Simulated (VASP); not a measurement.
The system is HgTe.

```
Hg Te
1.0
    -3.10534    3.10534    1.58999
     3.10534   -3.10534    1.58999
     3.10534    3.10534   -1.58999
Hg Te
1 1
Direct
  0.75000 0.25000 0.50000
  0.00000 0.00000 0.00000
```

Base run:

| Property | Result |
| --- | --- |
| Program | VASP 6.6.1 |
| Functional | PBE |
| Potentials or basis | VASP PAW PBE potentials, release 64 (Hg, Te) |
| Cutoff | 520 eV |
| k mesh | 10 × 10 × 10 |
| Occupations | fermi-dirac, width 0.05 eV |
| Spin | no spin polarisation |

Its results: band gap on the k mesh zero (bands 9 and 10 overlap by 3.07 eV); pressure -2.0 GPa.

Task: The run is repeated on the same cell with these changes: functional from PBE to r2SCAN; further incar settings from ALGO = Normal; EDIFF = 1e-06; NBANDS = 16 to ALGO = Normal; EDIFF = 1e-07; NBANDS = 16. What comes out?

Result: Band gap on the k mesh zero (bands 9 and 10 overlap by 3.17 eV); pressure -3.1 GPa.

Caveats: spin-orbit coupling is left out, which moves the levels of the heavy elements; the cell stands under tension (at least some runs); the PAW data sets were made with another functional, which shifts forces and pressure a little (at least some runs).
